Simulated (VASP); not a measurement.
Write the native input for VASP 6.6.1 that does the following.

```yaml
Task: single point
Functional: PBE
Dispersion: D3(BJ)
Potentials_or_basis: VASP PAW PBE potentials, release 64 (H, Si, O)
Cutoff: 520 eV
k_mesh: 1 × 1 × 1
Occupations: fermi-dirac, width 0.05 eV
Spin: no spin polarisation
Dipole_correction: no
Further_INCAR_settings: LREAL = Auto; ALGO = Normal; EDIFF = 1e-06; NBANDS = 69
```

The structure of Si20H10O lies in POSCAR:

```
Si20H10O
1.0
    7.6791800000      0.0000000000      0.0000000000
    0.0000000000      7.6791800000      0.0000000000
    0.0000000000      0.0000000000     21.2555000000
H Si O
10 20 1
Direct
    0.4093926695      0.0000000000      0.0470466468
    0.0906086327      0.0000000000      0.0470466468
    0.9093939718      0.0000000000      0.0470466468
    0.5906099349      0.0000000000      0.0470466468
    0.4093926695      0.5000013022      0.0470466468
    0.0906086327      0.5000013022      0.0470466468
    0.9093939718      0.5000013022      0.0470466468
    0.5906099349      0.5000013022      0.0470466468
    0.6577004316      0.5106274368      0.4117945943
    0.7665531997      0.4463757849      0.4663357719
    0.2500006511      0.0000000000      0.0877655195
    0.7500019533      0.0000000000      0.0877655195
    0.2500006511      0.5000013022      0.0877655195
    0.7500019533      0.5000013022      0.0877655195
    0.2603923856      0.2475524731      0.1415398367
    0.7587528877      0.2479561620      0.1492884195
    0.2579181631      0.7550936428      0.1433087907
    0.7668917775      0.7559140429      0.1449930606
    0.0245729362      0.2471357619      0.2022206017
    0.4968629463      0.2401558500      0.1996800828
    0.0156527129      0.7480095531      0.2028651408
    0.5106795257      0.7459129751      0.1972524758
    0.0444578718     -0.0013803557      0.2609112935
    0.4849736560     -0.0088811566      0.2595234175
    0.0260444475      0.5035173026      0.2719107996
    0.4919796124      0.4969280574      0.2622850556
    0.2660049641      0.0314096036      0.3364635036
    0.7654853773      0.0414106715      0.2666086425
    0.2585562521      0.3012431015      0.2761261791
    0.7615005769      0.3558713300      0.2579520595
    0.6768821671      0.5330256616      0.4557314577
```

One way to write it, as run:

INCAR

```
PREC     = Accurate       # precision mode
ENCUT    = 520            # plane-wave cutoff, eV
EDIFF    = 1E-6           # SCF threshold, eV
ISMEAR   = -1             # smearing method
SIGMA    = 0.05           # smearing width, eV
LREAL    = Auto         
LASPH    = True           # aspherical terms in the spheres
NELM     = 80             # most SCF steps
ALGO     = Normal         # electronic algorithm
ISIF     = 2              # what is computed and relaxed
LWAVE    = False          # write WAVECAR
LCHARG   = True           # write CHGCAR
GGA      = PE             # functional
IVDW     = 12             # dispersion correction
LELF     = True           # ELF
LVHAR    = True         
NBANDS   = 69             # bands
```

KPOINTS

```
regular mesh
0
Gamma
  1 1 1
```

Potentials or basis: VASP PAW PBE potentials, release 64 (H, Si, O).

Launch:

```sh
$ cat potpaw_PBE.64/H/POTCAR potpaw_PBE.64/Si/POTCAR potpaw_PBE.64/O/POTCAR > POTCAR
$ mpirun -np 1 vasp_gam > vasp.out
```

Results of the run:

The largest force is 1.643 eV/Å, the band gap on the k mesh is 0.61 eV and the dispersion energy per atom is -0.173 eV.

Caveat: the k points lie up to 0.82 Å⁻¹ apart.

It took 4.7 min on 1 thread of Intel(R) Xeon(R) Platinum 8488C (Sapphire Rapids), with other jobs on the host, peak memory 1 GiB.
